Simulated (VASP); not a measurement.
Wanted: the native input for a VASP 6.6.1 run.

| Quantity | Value |
| --- | --- |
| Task | single point |
| Functional | PBEsol |
| Potentials or basis | VASP PAW PBE potentials, release 64 (Sn_d) |
| Cutoff | 500 eV |
| k mesh | 4 × 4 × 4 |
| Occupations | fermi-dirac, width 0.1 eV |
| Spin | no spin polarisation |
| Dipole correction | no |
| Further INCAR settings | ALGO = Normal; EDIFF = 1e-06; NBANDS = 13 |

The structure of Sn lies in POSCAR:

```
Sn
1.0
   -1.7265390000      1.7755470000      2.3383420000
    1.7265390000     -1.7755470000      2.3383420000
    1.7265390000      1.7755470000     -2.3383420000
Sn
1
Direct
    0.0000000000      0.0000000000      0.0000000000
```

These files were run (other wordings do the same):

INCAR

```
ALGO = Normal ; EDIFF = 1E-6
ENCUT = 500 ; GGA = PS
GGA_COMPAT = F ; ISIF = 2
ISMEAR = -1 ; LASPH = T
LCHARG = F ; LREAL = F
LWAVE = F ; NBANDS = 13
NELM = 120 ; PREC = Accurate
SIGMA = 0.1
```

KPOINTS

```
k-points
0
Gamma
  4 4 4
```

Potentials or basis: VASP PAW PBE potentials, release 64 (Sn_d).

Launch:

```console
$ cat potpaw_PBE.64/Sn_d/POTCAR > POTCAR
$ mpirun -np 1 vasp_std > vasp.out
```

Results of the run:

* Pressure: -3.5 GPa
* Band gap on the k mesh: zero (bands 7 and 8 overlap by 8.54 eV)

Caveat: the k points lie up to 0.57 Å⁻¹ apart, too coarse for converged energies and pressures of a metal; the PAW data sets were made with another functional, which shifts forces and pressure a little; spin-orbit coupling is left out, which moves the levels of the heavy elements.

It took 5.2 s on 1 thread of Intel(R) Xeon(R) 6975P-C (Granite Rapids), on a shared host, peak memory 0.15 GiB.
